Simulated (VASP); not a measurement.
Crystal: NaCl.

```
Na Cl
1.0
     3.50500    0.00000    0.00000
     0.00000    3.50500    0.00000
     0.00000    0.00000    3.50500
Na Cl
1 1
Direct
  0.00293 0.91342 0.92571
  0.49707 0.58658 0.57429
```

This cell differs from its parent crystal: all Cl atoms moved 0.8 Å in one direction.

```yaml
Program: VASP 6.6.1
Task: relaxation of the atoms
Functional: PBE
Potentials_or_basis: VASP PAW PBE potentials, release 64 (Na_pv, Cl)
Cutoff: 520 eV
k_mesh: 6 × 6 × 6
Occupations: gaussian, width 0.05 eV
Spin: no spin polarisation
```

At the start: pressure 6.2 GPa; volume 21.53 Å³/atom.

Q: How do energy, volume and symmetry change on relaxing?

A: Over 11 steps the energy falls by 153.0 meV/atom; space group Pm-3m (No. 221, to 0.05 Å).

Step by step:
```tsv
step	energy change (eV)	largest force (eV/Å)	pressure (GPa)
1	0.0000	1.2756	6.21
2	-0.1284	0.8327	4.18
3	-0.2541	0.3181	1.66
4	-0.3045	0.0336	0.08
5	-0.3046	0.0328	0.06
6	-0.3046	0.0328	0.07
7	-0.3048	0.0298	0.05
8	-0.3053	0.0236	0.03
9	-0.3059	0.0105	0.01
10	-0.3057	0.0154	0.02
11	-0.3060	0.0033	0.00
```

Final structure:
```
Na Cl
1.0
     3.50500    0.00000    0.00000
     0.00000    3.50500    0.00000
     0.00000    0.00000    3.50500
Na Cl
1 1
Direct
  0.00027 0.99948 0.99895
  0.49973 0.50052 0.50105
```

Caveat: the cell differs from its parent crystal (all Cl atoms moved 0.8 Å in one direction).
